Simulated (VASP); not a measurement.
Write the native input for VASP 6.6.1 that does the following.

```
Task                   : single point
Functional             : PBE
Potentials or basis    : VASP PAW PBE potentials, release 64 (C)
Cutoff                 : 600 eV
k mesh                 : 16 × 16 × 16
Occupations            : gaussian, width 0.05 eV
Spin                   : no spin polarisation
Dipole correction      : no
Further INCAR settings : ALGO = Normal; EDIFF = 1e-06; NBANDS = 11
```

The structure of C lies in POSCAR:

```
C
1.0
    0.0000000000      1.7833700000      1.7833700000
    1.7833700000      0.0000000000      1.7833700000
    1.7833700000      1.7833700000      0.0000000000
C
2
Direct
    0.0000000000      0.0000000000      0.0000000000
    0.2500000000      0.2500000000      0.2500000000
```

One way to write it, as run:

INCAR

```
SYSTEM = C
ALGO = Normal
EDIFF = 1E-6
ENCUT = 600
GGA = PE
GGA_COMPAT = .FALSE.
ISIF = 2
ISMEAR = 0
LASPH = .TRUE.
LCHARG = .FALSE.
LREAL = .FALSE.
LWAVE = .FALSE.
NBANDS = 11
NELM = 120
PREC = Accurate
SIGMA = 0.05
```

KPOINTS

```
k-points
0
G
  16 16 16
  0 0 0
```

Potentials or basis: VASP PAW PBE potentials, release 64 (C).

Run with:

```console
$ cat potpaw_PBE.64/C/POTCAR > POTCAR
$ mpirun -np 1 vasp_std > vasp.out
```

Results of the run:

The pressure is 1.8 GPa. The band gap on the k mesh is 4.13 eV, indirect (least direct gap 5.59 eV).

It took 22 s on 1 thread of Intel(R) Xeon(R) Platinum 8259CL CPU @ 2.50GHz (Skylake/Cascade Lake), on a shared host, peak memory 0.13 GiB.
